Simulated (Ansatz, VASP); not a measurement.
YTl: VASP beside Ansatz

The input INCAR:

```
SYSTEM = YTl
ALGO = Normal
EDIFF = 1E-6
ENCUT = 520
GGA = CA
ISIF = 2
ISMEAR = -1
LASPH = .True.
LCHARG = .False.
LREAL = .False.
LWAVE = .False.
NBANDS = 19
NELM = 100
PREC = Accurate
SIGMA = 0.08
```

KPOINTS

```
k-points
0
Gamma
  11 11 11
  0 0 0
```

The input POSCAR:

```
YTl
1.0
    3.7510000000      0.0000000000      0.0000000000
    0.0000000000      3.7510000000      0.0000000000
    0.0000000000      0.0000000000      3.6759800000
Y Tl
1 1
Direct
    0.5000000000      0.5000000000      0.5000000000
    0.0000000000      0.0000000000      0.0000000000
```

Input for Ansatz:

```yaml
crystal:
  lattice:
    - [3.751, 0.0, 0.0]
    - [0.0, 3.751, 0.0]
    - [0.0, 0.0, 3.67598]
  atoms:
    - { symbol: "Y", position: [0.5, 0.5, 0.5] }
    - { symbol: Tl, position: [0.0, 0.0, 0.0] }
kpoints:
  mp_grid: { grid: [11, 11, 11] }
  band_path:
    path:
      - [0.0, 0.0, 0.0]
      - [0.0, 0.5, 0.0]
      - [0.5, 0.5, 0.0]
      - [0.0, 0.0, 0.0]
      - [0.0, 0.0, 0.5]
      - [0.0, 0.5, 0.5]
      - [0.5, 0.5, 0.5]
      - [0.0, 0.0, 0.5]
      - [0.0, 0.5, 0.0]
    npoints: 5
scf:
  occupations: { method: fermi_dirac, width: 0.08 }
hamiltonian:
  xc: lda
  pseudopotentials: { kind: all_electron, lapw: { basis_error: 0.00025 } }
output:
  forces: true
  stress: true
  eigenvalues: true
```

Change from the starting cell: zz strain of -2 %.

Alike in both runs: task single point; functional LDA; k mesh 11 × 11 × 11; occupations fermi-dirac, width 0.08 eV; no spin polarisation.

|  | VASP | Ansatz |
| --- | --- | --- |
| version | VASP 6.6.1 | Ansatz 0.2.0 |
| potentials or method | VASP PAW LDA potentials, release 64 (Y_sv, Tl_d), cutoff 520 eV | all-electron LAPW, scalar-relativistic |

|  | VASP | Ansatz | Ansatz less VASP |
| --- | --- | --- | --- |
| pressure (GPa) | -1.7 | -1.8 | -0.07 |
| traceless stress, the component that is largest in VASP (GPa) | 0.22 | 0.22 | -0.003 |

LDA's correlation is that of Perdew and Zunger in VASP and of Perdew and Wang (1992) in Ansatz. Ansatz ran all-electron here, and VASP with PAW potentials.

Neither program's run includes spin-orbit coupling.
